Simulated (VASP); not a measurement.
# Si2C3 (P-3m1) in VASP: notebook

Runs on Si2C3. Level: PBE. Tasks: single point, relaxation of cell and atoms.

All numbers are computed with VASP 6.6.1; they aren't measurements. Logs are shortened: lines on timing, memory, paths and dates and some standing lists are left out, and cuts for length are marked.

### Step 1. The cell of the first run

Symmetry: P-3m1, No. 164, trigonal system. Conventional cell: a = 2.716 Å, b = 2.716 Å, c = 6.870 Å, α = 90.00°, β = 90.00°, γ = 120.00°. Within 2.6 Å of Si (site symmetry 3m) lie 4 C at 1.97 to 2.03 Å. Within 2.2 Å of C (site symmetry 3m) lie 3 C at 1.63 Å and 1 Si at 2.03 Å. Within 2.6 Å of C (site symmetry -3m) lie 6 Si at 1.97 Å.

The cell was built from a structure type or drawn by symmetry, and may not be a known phase.

### Step 2. Single point, PBE

Contents of INCAR:

```
SYSTEM = Si2C3
PREC = Accurate ; ENCUT = 520
EDIFF = 1E-7 ; ISMEAR = 0
SIGMA = 0.1 ; LREAL = .False.
LASPH = .True. ; NELM = 80
ALGO = Normal ; ISIF = 2
LWAVE = .False. ; LCHARG = .False.
GGA = PE ; NBANDS = 18
```

Contents of KPOINTS:

```
regular mesh
0
Gamma
  6 6 4
  0 0 0
```

Contents of POSCAR:

```
Si2C3
1.0
    2.7162798357      0.0000000020      0.0000000000
   -1.3581399196      2.3523673405      0.0000000000
    0.0000000000      0.0000000000      6.8698558310
Si C
2 3
Direct
    0.3333333333      0.6666666667      0.1730133023
    0.6666666667      0.3333333333      0.8269866977
    0.3333333333      0.6666666667      0.4681751643
    0.6666666667      0.3333333333      0.5318248357
    0.0000000000      0.0000000000      0.0000000000
```

Potentials or basis: VASP PAW PBE potentials, release 64 (Si, C).

The run is started by

```console
cat potpaw_PBE.64/Si/POTCAR potpaw_PBE.64/C/POTCAR > POTCAR
mpirun -np 1 vasp_std > vasp.out
```

OUTCAR:

```text
SYSTEM = Si2C3
   PREC = Accurate
   ENCUT = 520
   EDIFF = 1E-7
   ISMEAR = 0
   LREAL = .False.
   LASPH = .True.
   NELM = 80
   ISIF = 2
   GGA = PE

 ion  position               nearest neighbor table
   1  0.333  0.667  0.173-   5 1.97   5 1.97   5 1.97   3 2.03   2 2.85   2 2.85   2 2.85
   2  0.667  0.333  0.827-   5 1.97   5 1.97   5 1.97   4 2.03   1 2.85   1 2.85   1 2.85
   3  0.333  0.667  0.468-   4 1.63   4 1.63   4 1.63   1 2.03
   4  0.667  0.333  0.532-   3 1.63   3 1.63   3 1.63   2 2.03
   5  0.000  0.000  0.000-   1 1.97   2 1.97   2 1.97   1 1.97   2 1.97   1 1.97

  LATTYP: Found a hexagonal cell.
 ALAT       =     2.7162798357
 C/A-ratio  =     2.5291414164

  Lattice vectors:

 A1 = (   2.7162798357,   0.0000000020,   0.0000000000)
 A2 = (  -1.3581399196,   2.3523673405,   0.0000000000)
 A3 = (   0.0000000000,   0.0000000000,   6.8698558310)

Analysis of symmetry for initial positions (statically):
=====================================================================
 Subroutine PRICEL returns:
 Original cell was already a primitive cell.

 Routine SETGRP: Setting up the symmetry group for a
 hexagonal supercell.

 Subroutine GETGRP returns: Found 12 space group operations
 (whereof 12 operations were pure point group operations)
 out of a pool of 24 trial point group operations.

The static configuration has the point symmetry D_3d.

Analysis of symmetry for dynamics (positions and initial velocities):
=====================================================================
 Subroutine PRICEL returns:
 Original cell was already a primitive cell.

 Routine SETGRP: Setting up the symmetry group for a
 hexagonal supercell.

 Subroutine GETGRP returns: Found 12 space group operations
 (whereof 12 operations were pure point group operations)
 out of a pool of 24 trial point group operations.

The dynamic configuration has the point symmetry D_3d.

 Subroutine INISYM returns: Found 12 space group operations
 (whereof 12 operations are pure point group operations),
 and found     1 'primitive' translations

----------------------------------------------------------------------------------------

                                     Primitive cell

  volume of cell :      43.8962

  direct lattice vectors                    reciprocal lattice vectors
     2.716279836  0.000000002  0.000000000     0.368150581  0.212551837  0.000000000
    -1.358139920  2.352367340  0.000000000    -0.000000000  0.425103674  0.000000000
     0.000000000  0.000000000  6.869855831     0.000000000  0.000000000  0.145563462

  length of vectors
     2.716279836  2.716279836  6.869855831     0.425103674  0.425103674  0.145563462

  position of ions in fractional coordinates (direct lattice)
     0.333333333  0.666666667  0.173013302
     0.666666667  0.333333333  0.826986698
     0.333333333  0.666666667  0.468175164
     0.666666667  0.333333333  0.531824836
     0.000000000  0.000000000  0.000000000

  ion indices of the primitive-cell ions
   primitive index   ion index
                 1           1
                 2           2
                 3           3
                 4           4
                 5           5

----------------------------------------------------------------------------------------

 KPOINTS: regular mesh

Automatic generation of k-mesh.
 Grid dimensions read from file:
 generate k-points for:    6    6    4

 Generating k-lattice:

  Cartesian coordinates                     Fractional coordinates (reciprocal lattice)
     0.061358430  0.035425306  0.000000000     0.166666667 -0.000000000  0.000000000
    -0.000000000  0.070850612  0.000000000     0.000000000  0.166666667  0.000000000
     0.000000000  0.000000000  0.036390866     0.000000000  0.000000000  0.250000000

  Length of vectors
     0.070850612  0.070850612  0.036390866

  Shift w.r.t. Gamma in fractional coordinates (k-lattice)
     0.000000000  0.000000000  0.000000000

 Subroutine IBZKPT returns following result:
 ===========================================

 Found     24 irreducible k-points:

 Following reciprocal coordinates:
            Coordinates               Weight
  0.000000  0.000000  0.000000      1.000000
  0.166667  0.000000  0.000000      6.000000
  0.333333 -0.000000  0.000000      6.000000
  0.500000 -0.000000  0.000000      3.000000
  0.166667  0.166667  0.000000      6.000000
  0.333333  0.166667  0.000000     12.000000
[... 16 lines left out ...]
  0.333333  0.166667  0.500000     12.000000
  0.333333  0.333333  0.500000      2.000000
   k-points           NKPTS =     24   k-points in BZ     NKDIM =     24   number of bands    NBANDS=     18
   number of dos      NEDOS =    301   number of ions     NIONS =      5
   total plane-waves  NPLWV =  21600
   dimension x,y,z NGX =    20 NGY =   20 NGZ =   54
   dimension x,y,z NGXF=    40 NGYF=   40 NGZF=  108
   ions per type =               2   3
   NGX,Y,Z   is equivalent  to a cutoff of  12.24, 12.24, 13.07 a.u.
   NGXF,Y,Z  is equivalent  to a cutoff of  24.48, 24.48, 26.14 a.u.
 SYSTEM =  Si2C3
   PREC   = accura    normal or accurate (medium, high low for compatibility)
   ISTART =      0    job   : 0-new  1-cont  2-samecut
   ICHARG =      2    charge: 1-file 2-atom 10-const
   ISPIN  =      1    spin polarized calculation?
   LNONCOLLINEAR =      F non collinear calculations
   LSORBIT =      F    spin-orbit coupling
   LASPH  =      T    aspherical Exc in radial PAW
   ENCUT  =  520.0 eV  38.22 Ry    6.18 a.u.   5.05  5.05 12.77*2*pi/ulx,y,z
   NELM   =     80;   NELMIN=  2; NELMDL= -5     # of ELM steps
   EDIFF  = 0.1E-06   stopping-criterion for ELM
   LREAL  =      F    real-space projection
   EDIFFG = 0.1E-05   stopping-criterion for IOM
   NSW    =      0    number of steps for IOM
   IBRION =     -1    ionic relax: 0-MD 1-quasi-New 2-CG
   NFREE  =      0    steps in history (QN), initial steepest desc. (CG)
   ISIF   =      2    stress and relaxation
   ISYM   =      2    0-nonsym 1-usesym 2-fastsym
   POTIM  = 0.5000    time-step for ionic-motion
   TEBEG  =    0.0;   TEEND  =   0.0 temperature during run
   PSTRESS=    0.0 pullay stress
   NELECT =      20.0000    total number of electrons
   NUPDOWN=      -1.0000    fix difference up-down
   EMIN   =  10.00;   EMAX   =-10.00  energy-range for DOS
   EFERMI =   0.00;   METHOD = LEGACY
   ISMEAR =     0;   SIGMA  =   0.10  broadening in eV -4-tet -1-fermi 0-gaus
   EFERMI_NEDOS =   21; number of points for ismear=-14 and -15
   IALGO  =     38    algorithm
   IMIX   =      4    mixing-type and parameters
     AMIX     =   0.40;   BMIX     =  1.00
     AMIX_MAG =   1.60;   BMIX_MAG =  1.00
  volume/ion in A,a.u.               =       8.78        59.25
  Fermi-wavevector in a.u.,A,eV,Ry     =   1.259725  2.380535 21.591181  1.586907
  Thomas-Fermi vector in A             =   2.393270
   LORBIT       =      0    0 simple, 1 ext, 2 COOP (PROOUT), +10 PAW based schemes
   GGA     = PE    functional components
   LHFCALC =     F    Hartree Fock is set to
   AEXX    =    0.0000 exact exchange contribution
   IVDW    =     0    specifies the selected vdW correction
   LEPSILON=     F    determine dielectric tensor
   LRPA    =     F    only Hartree local field effects (RPA)
 non-spin polarized calculation
 Gauss-broadening in eV      SIGMA  =   0.10
  energy-cutoff  :      520.00
  volume of cell :       43.90
 maximum number of plane-waves:      1194
   NGX = 11   NGY = 11   NGZ = 25

 number of electron      20.0000000 magnetization

 Free energy of the ion-electron system (eV)
  ---------------------------------------------------
  ext. energy  EPLUGINS =         0.00000000
  ---------------------------------------------------
  free energy    TOTEN  =       -34.34756999 eV

  energy without entropy =      -34.34041291  energy(sigma->0) =      -34.34399145

 E-fermi :  11.1490     XC(G=0): -12.1474

 val. band max:       11.0212416484   @ k =   0.1667   0.1667   0.0000
 cond. band min:      11.1543846070   @ k =   0.1667   0.1667   0.2500
 fundamental gap:      0.1331429586
 Fermi energy:        11.1490486749

 k-point     1 :       0.0000    0.0000    0.0000
  band No.  band energies     occupation
      1      -8.0982      2.00000
      2      -6.8137      2.00000
      3      -2.6166      2.00000
      4       2.9817      2.00000
      5       4.7916      2.00000
      6       7.8211      2.00000
[... 10 lines left out ...]
     17      19.1757      0.00000
     18      21.8257      0.00000

 k-point     2 :       0.1667    0.0000    0.0000
  band No.  band energies     occupation
      1      -7.4855      2.00000
      2      -6.2114      2.00000
      3      -1.9402      2.00000
      4       3.4505      2.00000
      5       5.3444      2.00000
      6       5.4642      2.00000
[... 10 lines left out ...]
     17      18.9955      0.00000
     18      20.4647      0.00000

 k-point     3 :       0.3333   -0.0000    0.0000
  band No.  band energies     occupation
      1      -5.7055      2.00000
      2      -4.4488      2.00000
      3      -0.0336      2.00000
      4       1.3908      2.00000
      5       3.0135      2.00000
      6       4.6617      2.00000
[... 10 lines left out ...]
     17      20.0398      0.00000
     18      20.1722      0.00000

 k-point     4 :       0.5000   -0.0000    0.0000
  band No.  band energies     occupation
      1      -3.4969      2.00000
      2      -2.6947      2.00000
      3      -1.3636      2.00000
      4      -0.2313      2.00000
      5       2.8776      2.00000
      6       3.3234      2.00000
[... 375 lines left out ...]
      4       1.6243      2.00000
      5       3.1545      2.00000
      6       4.9805      2.00000
[... 10 lines left out ...]
     17      18.7470      0.00000
     18      20.5164      0.00000

 k-point    23 :       0.3333    0.1667    0.5000
  band No.  band energies     occupation
      1      -3.9112      2.00000
      2      -3.1024      2.00000
      3      -0.3914      2.00000
      4       1.1477      2.00000
      5       2.9238      2.00000
      6       3.6343      2.00000
[... 10 lines left out ...]
     17      18.7877      0.00000
     18      20.2358      0.00000

 k-point    24 :       0.3333    0.3333    0.5000
  band No.  band energies     occupation
      1      -1.8353      2.00000
      2      -1.8353      2.00000
      3      -1.5144      2.00000
      4       1.5018      2.00000
      5       1.5018      2.00000
      6       1.6665      2.00000
[... 10 lines left out ...]
     17      20.4451      0.00000
     18      20.7154      0.00000

------------------------ aborting loop because EDIFF is reached ----------------------------------------

  FORCE on cell =-STRESS in cart. coord.  units (eV):
  Direction    XX          YY          ZZ          XY          YZ          ZX
  --------------------------------------------------------------------------------------
  -------------------------------------------------------------------------------------
  Total        0.0568553      0.0568553     -0.0149451     -0.0000000     -0.0000000     -0.0000000
  in kB        2.0751718      2.0751718     -0.5454852     -0.0000000     -0.0000000     -0.0000000
  external PRESSURE =       1.2016195 kB  Pullay stress =       0.0000000 kB

 VOLUME and BASIS-vectors are now :
 -----------------------------------------------------------------------------
  energy-cutoff  :      520.00
  volume of cell :       43.90
      direct lattice vectors                 reciprocal lattice vectors
     2.716279836  0.000000002  0.000000000     0.368150581  0.212551837  0.000000000
    -1.358139920  2.352367340  0.000000000    -0.000000000  0.425103674  0.000000000
     0.000000000  0.000000000  6.869855831     0.000000000  0.000000000  0.145563462

 POSITION                                       TOTAL-FORCE (eV/Angst)
 -----------------------------------------------------------------------------------
     -0.00000      1.56824      1.18858         0.000000     -0.000000     -0.008561
      1.35814      0.78412      5.68128         0.000000     -0.000000      0.008561
     -0.00000      1.56824      3.21630        -0.000000      0.000000      0.002466
      1.35814      0.78412      3.65356        -0.000000     -0.000000     -0.002466
      0.00000      0.00000      0.00000         0.000000     -0.000000      0.000000
 -----------------------------------------------------------------------------------
    total drift:                                0.000000     -0.000000     -0.000000

  FREE ENERGIE OF THE ION-ELECTRON SYSTEM (eV)
  ---------------------------------------------------
  free  energy   TOTEN  =       -34.3475699888 eV

  energy  without entropy=      -34.3404129096  energy(sigma->0) =      -34.34399145
```

Run time: 10 s. Hardware: 1 thread of AMD EPYC 9R45 (Zen 5), shared host; peak memory 0.12 GiB.

Results:

```
Free energy            : -34.3476 eV
Pressure               : 0.1 GPa
Largest force          : 0.009 eV/Å
Band gap on the k mesh : zero (bands 10 and 11 overlap by 5.50 eV)
```

Forces in eV/Å, atoms in the order of the input:
```
Si   0.000  0.000 -0.009
Si   0.000  0.000  0.009
C    0.000  0.000  0.002
C    0.000  0.000 -0.002
C    0.000  0.000  0.000
```

Stress tensor (GPa, compression positive):
```
 0.21  0.00  0.00
 0.00  0.21  0.00
 0.00  0.00 -0.05
```

Caveat: the k points lie up to 0.45 Å⁻¹ apart, too coarse for converged energies and pressures of a metal.

### Step 3. Single point, PBE

This run uses another cell than the first one, of 15.84 Å³/atom.

Contents of INCAR:

```
ALGO = Normal
EDIFF = 1E-6
ENCUT = 520
GGA = PE
ISIF = 2
ISMEAR = 0
LASPH = True
LCHARG = False
LREAL = False
LWAVE = False
NBANDS = 18
NELM = 100
PREC = Accurate
SIGMA = 0.1
```

Contents of KPOINTS:

```
k-points
0
Gamma
  6 6 4
```

Contents of POSCAR:

```
Si2C3
1.0
    3.8559995700      0.0000000000      0.0000000000
   -1.9279997900      3.3393935900      0.0000000000
    0.0000000000      0.0000000000      6.1513232700
Si C
2 3
Direct
    0.3333333300      0.6666666700      0.1648329900
    0.6666666700      0.3333333300      0.8351670100
    0.3333333300      0.6666666700      0.5802750000
    0.6666666700      0.3333333300      0.4197250000
    0.0000000000      0.0000000000      0.0000000000
```

Potentials or basis: VASP PAW PBE potentials, release 64 (Si, C).

The run is started by

```console
cat potpaw_PBE.64/Si/POTCAR potpaw_PBE.64/C/POTCAR > POTCAR
mpirun -np 1 vasp_std > vasp.out
```

OUTCAR:

```text
EDIFF = 1E-6
   ENCUT = 520
   GGA = PE
   ISIF = 2
   ISMEAR = 0
   LASPH = True
   LREAL = False
   NELM = 100
   PREC = Accurate

 ion  position               nearest neighbor table
   1  0.333  0.667  0.165-   5 2.45   5 2.45   5 2.45   3 2.56   2 3.01   2 3.01   2 3.01
   2  0.667  0.333  0.835-   5 2.45   5 2.45   5 2.45   4 2.56   1 3.01   1 3.01   1 3.01
   3  0.333  0.667  0.580-   1 2.56
   4  0.667  0.333  0.420-   2 2.56
   5  0.000  0.000  0.000-   1 2.45   2 2.45   2 2.45   1 2.45   2 2.45   1 2.45

  LATTYP: Found a hexagonal cell.
 ALAT       =     3.8559995700
 C/A-ratio  =     1.5952603620

  Lattice vectors:

 A1 = (   3.8559995700,   0.0000000000,   0.0000000000)
 A2 = (  -1.9279997900,   3.3393935900,   0.0000000000)
 A3 = (   0.0000000000,   0.0000000000,   6.1513232700)

Analysis of symmetry for initial positions (statically):
=====================================================================
 Subroutine PRICEL returns:
 Original cell was already a primitive cell.

[... 175 lines left out ...]
 E-fermi :   3.9016     XC(G=0):  -9.7071

 val. band max:        3.8026643404   @ k =   0.3333  -0.0000   0.0000
 cond. band min:       3.9669283696   @ k =   0.1667   0.0000   0.0000
 fundamental gap:      0.1642640292
 Fermi energy:         3.9016157800

 k-point     1 :       0.0000    0.0000    0.0000
  band No.  band energies     occupation
      1      -8.9727      2.00000
      2      -6.7570      2.00000
      3      -4.2520      2.00000
      4      -1.0602      2.00000
      5       1.2289      2.00000
      6       2.0384      2.00000
[... 481 lines left out ...]
      5      -3.7608      2.00000
      6      -0.0866      2.00000
[... 10 lines left out ...]
     17       8.4880      0.00000
     18      10.1777      0.00000

------------------------ aborting loop because EDIFF is reached ----------------------------------------

  FORCE on cell =-STRESS in cart. coord.  units (eV):
  Direction    XX          YY          ZZ          XY          YZ          ZX
  --------------------------------------------------------------------------------------
  -------------------------------------------------------------------------------------
  Total      -14.7501608    -14.7501608    -12.3946653      0.0000000      0.0000000      0.0000000
  in kB     -298.3556043   -298.3556053   -250.7103426      0.0000004      0.0000000      0.0000000
  external PRESSURE =    -282.4738508 kB  Pullay stress =       0.0000000 kB

 VOLUME and BASIS-vectors are now :
 -----------------------------------------------------------------------------
  energy-cutoff  :      520.00
  volume of cell :       79.21
      direct lattice vectors                 reciprocal lattice vectors
     3.855999570  0.000000000  0.000000000     0.259336129  0.149727784  0.000000000
    -1.927999790  3.339393590  0.000000000     0.000000000  0.299455567  0.000000000
     0.000000000  0.000000000  6.151323270     0.000000000  0.000000000  0.162566647

 POSITION                                       TOTAL-FORCE (eV/Angst)
 -----------------------------------------------------------------------------------
     -0.00000      2.22626      1.01394        -0.000000     -0.000000      1.494410
      1.92800      1.11313      5.13738         0.000000      0.000000     -1.494410
     -0.00000      2.22626      3.56946        -0.000000     -0.000000     -1.531871
      1.92800      1.11313      2.58186         0.000000      0.000000      1.531871
      0.00000      0.00000      0.00000        -0.000000      0.000000      0.000000
 -----------------------------------------------------------------------------------
    total drift:                               -0.000000      0.000000     -0.000000

  FREE ENERGIE OF THE ION-ELECTRON SYSTEM (eV)
  ---------------------------------------------------
  free  energy   TOTEN  =       -24.6282355755 eV

  energy  without entropy=      -24.6242232406  energy(sigma->0) =      -24.62622941
```

OSZICAR:

```text
N       E                     dE             d eps       ncg     rms          rms(c)
DAV:   1     0.360398423294E+02    0.36040E+02   -0.84451E+03   864   0.953E+02
DAV:   2    -0.214898636566E+02   -0.57530E+02   -0.55205E+02  1176   0.140E+02
DAV:   3    -0.252916419782E+02   -0.38018E+01   -0.37247E+01  1098   0.316E+01
DAV:   4    -0.253714565685E+02   -0.79815E-01   -0.79436E-01  1186   0.492E+00
DAV:   5    -0.253729748175E+02   -0.15182E-02   -0.15172E-02  1144   0.660E-01    0.480E+00
DAV:   6    -0.246791619287E+02    0.69381E+00   -0.33016E+00  1186   0.801E+00    0.225E+00
DAV:   7    -0.246408390863E+02    0.38323E-01   -0.69927E-01  1130   0.385E+00    0.137E+00
DAV:   8    -0.246288203590E+02    0.12019E-01   -0.95409E-02  1190   0.161E+00    0.757E-01
DAV:   9    -0.246282701955E+02    0.55016E-03   -0.26815E-02   968   0.952E-01    0.189E-01
DAV:  10    -0.246280951602E+02    0.17504E-03   -0.22545E-03  1096   0.236E-01    0.102E-01
DAV:  11    -0.246282408422E+02   -0.14568E-03   -0.76439E-04  1164   0.147E-01    0.310E-02
DAV:  12    -0.246282328303E+02    0.80120E-05   -0.11947E-04  1160   0.568E-02    0.684E-03
DAV:  13    -0.246282352709E+02   -0.24407E-05   -0.10976E-05   952   0.199E-02    0.382E-03
DAV:  14    -0.246282355755E+02   -0.30452E-06   -0.10896E-06   684   0.580E-03
   1 F= -.24628236E+02 E0= -.24626229E+02  d E =-.401233E-02
```

Run time: 18 s. Hardware: 1 thread of AMD EPYC 9R45 (Zen 5), shared host; peak memory 0.17 GiB.

Results:

```
Free energy            : -24.6282 eV
Pressure               : -28.2 GPa
Largest force          : 1.532 eV/Å
Band gap on the k mesh : zero (bands 10 and 11 overlap by 1.99 eV)
```

Forces in eV/Å, atoms in the order of the input:
```
Si   0.000  0.000  1.494
Si   0.000  0.000 -1.494
C    0.000  0.000 -1.532
C    0.000  0.000  1.532
C    0.000  0.000  0.000
```

Stress tensor (GPa, compression positive):
```
-29.84   0.00   0.00
  0.00 -29.84   0.00
  0.00   0.00 -25.07
```

Caveat: the cell stands under tension; forces of over 1 eV/Å act on the atoms, so gaps and moduli don't describe the material at rest.

(Part 1 of 2 ends here.)
